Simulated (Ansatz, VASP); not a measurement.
# Mo: VASP beside Ansatz

```
Mo
1.0
     3.13500    0.00000    0.00000
     0.00000    3.13500    0.00000
     0.00000    0.00000   18.27000
Mo
5
Direct
  0.00000 0.00000 0.33779
  0.50000 0.50000 0.41276
  0.00000 0.00000 0.50000
  0.50000 0.50000 0.58724
  0.00000 0.00000 0.66221
```

Alike in both runs: functional PBEsol; k mesh 16 × 16 × 1; occupations methfessel-paxton of order 1, width 0.1 eV; no spin polarisation.

Ansatz relaxed the structure, and its values are those at the end. VASP's run is a single point on that final structure, the one shown.

```csv
,VASP,Ansatz
version,VASP 6.6.1,Ansatz 0.2.0
potentials or method,"VASP PAW PBE potentials, release 64 (Mo_sv)","scalar-relativistic, plane waves, PAW"
plane-wave cutoff (eV),520,420
valence electrons in the cell,70,70
```

Ansatz gave:

| Quantity | Value |
| --- | --- |
| gap on the k mesh at the Fermi level (eV) | none |
| rms of the force components (eV/Å) | 0.002 |

**Question.** Which values does VASP return?

**Answer.** gap on the k mesh at the Fermi level (eV): none; rms of the force components (eV/Å): 0.013.

VASP's potentials were made for PBE, not for PBEsol. A gap of «none» marks a metal or a gap that the smearing closes.
